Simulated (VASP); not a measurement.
Set up this calculation in VASP 6.6.1, as the native input.

| Property | Result |
| --- | --- |
| Task | single point |
| Functional | r2SCAN |
| Potentials or basis | VASP PAW PBE potentials, release 64 (K_sv, Br) |
| Cutoff | 520 eV |
| k mesh | 6 × 6 × 6 |
| Occupations | gaussian, width 0.05 eV |
| Spin | no spin polarisation |
| Dipole correction | no |
| Further INCAR settings | ALGO = Normal; EDIFF = 1e-07; NBANDS = 15 |

Crystal: KBr.

```
K Br
1.0
     0.00000    3.55590    3.42420
     3.55590    0.00000    3.42420
     3.55590    3.55590    0.00000
K Br
1 1
Direct
  0.00000 0.00000 0.00000
  0.50000 0.50000 0.50000
```

This cell differs from its parent crystal: strain +0.080 along x and y, +0.040 along z.

The input as run:

POSCAR

```
KBr
1.0
    0.0000000000      3.5559000000      3.4242000000
    3.5559000000      0.0000000000      3.4242000000
    3.5559000000      3.5559000000      0.0000000000
K Br
1 1
Direct
    0.0000000000      0.0000000000      0.0000000000
    0.5000000000      0.5000000000      0.5000000000
```

INCAR.step1

```
PREC     = Accurate       # precision mode
ENCUT    = 520            # plane-wave cutoff, eV
ISMEAR   = 0              # smearing method
SIGMA    = 0.05           # smearing width, eV
LREAL    = F              # projectors in reciprocal space
LASPH    = T              # aspherical terms in the spheres
NELM     = 100            # most SCF steps
NBANDS   = 15             # bands
GGA      = PE             # functional
ALGO     = Normal         # electronic algorithm
EDIFF    = 1E-4           # SCF threshold, eV
LWAVE    = T              # write WAVECAR
LCHARG   = F              # write CHGCAR
```

INCAR.step2

```
PREC     = Accurate       # precision mode
ENCUT    = 520            # plane-wave cutoff, eV
EDIFF    = 1E-7           # SCF threshold, eV
ISMEAR   = 0              # smearing method
SIGMA    = 0.05           # smearing width, eV
LREAL    = F              # projectors in reciprocal space
LASPH    = T              # aspherical terms in the spheres
NELM     = 100            # most SCF steps
ALGO     = Normal         # electronic algorithm
ISIF     = 2              # what is computed and relaxed
LWAVE    = F              # write WAVECAR
LCHARG   = F              # write CHGCAR
METAGGA  = R2SCAN         # meta-GGA
LMIXTAU  = T            
NBANDS   = 15             # bands
ISTART   = 1
```

KPOINTS

```
regular mesh
0
Gamma
  6 6 6
```

Potentials or basis: VASP PAW PBE potentials, release 64 (K_sv, Br).

Command:

```bash
$ cat potpaw_PBE.64/K_sv/POTCAR potpaw_PBE.64/Br/POTCAR > POTCAR
$ cp INCAR.step1 INCAR
$ mpirun -np 1 vasp_std > vasp.out
$ cp INCAR.step2 INCAR
$ mpirun -np 1 vasp_std > vasp.out
```

Results of the run:

```
Pressure               : -1.8 GPa
Band gap on the k mesh : 4.61 eV, direct
```

Caveat: the cell differs from its parent crystal (strain +0.080 along x and y, +0.040 along z); the PAW data sets were made with another functional, which shifts forces and pressure a little.

Wall time 2.4 min on 1 thread of AMD EPYC 9R45 96-Core Processor (Zen 5) (shared host), peak memory 0.24 GiB.
